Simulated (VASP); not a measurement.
MgO2: single point with PBEsol

Crystal: MgO2.

```xyz
3
Lattice="1.6449 0.9497 3.4066 -1.6449 0.9497 3.4066 0.0000 -1.8993 3.4066" Properties=species:S:1:pos:R:3 pbc="T T T"
Mg    0.0000    0.0000    0.0000
O     0.0000    0.0000    4.3821
O     0.0000    0.0000    5.8377
```

This cell differs from its parent crystal: strain +0.025 along x and y, -0.025 along z.

```json
{
 "Program": "VASP 6.6.1",
 "Task": "single point",
 "Functional": "PBEsol",
 "Potentials or basis": "VASP PAW PBE potentials, release 64 (Mg, O)",
 "Cutoff": "520 eV",
 "k mesh": "12 × 12 × 12",
 "Occupations": "gaussian, width 0.05 eV",
 "Spin": "no spin polarisation"
}
```

```
Pressure               : -4.9 GPa
Largest force          : 0.955 eV/Å
Band gap on the k mesh : 2.76 eV, indirect (least direct gap 2.77 eV)
```

Forces in eV/Å, atoms in the order of the input:
```
Mg   0.000  0.000  0.000
O    0.000  0.000 -0.955
O    0.000  0.000  0.955
```

Stress tensor (GPa, compression positive):
```
-10.25   0.00   0.00
  0.00 -10.25   0.00
  0.00   0.00   5.94
```

Levels at points of the mesh, in eV from the valence-band top:
```tsv
k point	band 4	band 5	band 6	band 7	band 8	band 9	band 10	band 11
(0.00, 0.00, 0.00)	-3.72	-3.72	-0.86	-0.86	3.89	5.21	12.13	13.93
(0.50, 0.00, 0.00)	-6.26	-3.99	-1.32	-0.94	4.61	7.95	9.28	12.09
(0.50, 0.50, 0.00)	-5.56	-4.73	-2.06	-0.05	3.99	7.03	10.13	11.99
(0.50, 0.50, 0.50)	-4.25	-4.25	0.00	0.00	2.77	4.25	9.15	13.12
```

Run time: 69 s on 1 thread of Intel(R) Xeon(R) Platinum 8488C (Sapphire Rapids) (shared host), peak memory 0.23 GiB.

Caveat: the cell differs from its parent crystal (strain +0.025 along x and y, -0.025 along z); the PAW data sets were made with another functional, which shifts forces and pressure a little. A k mesh can miss the band edges.
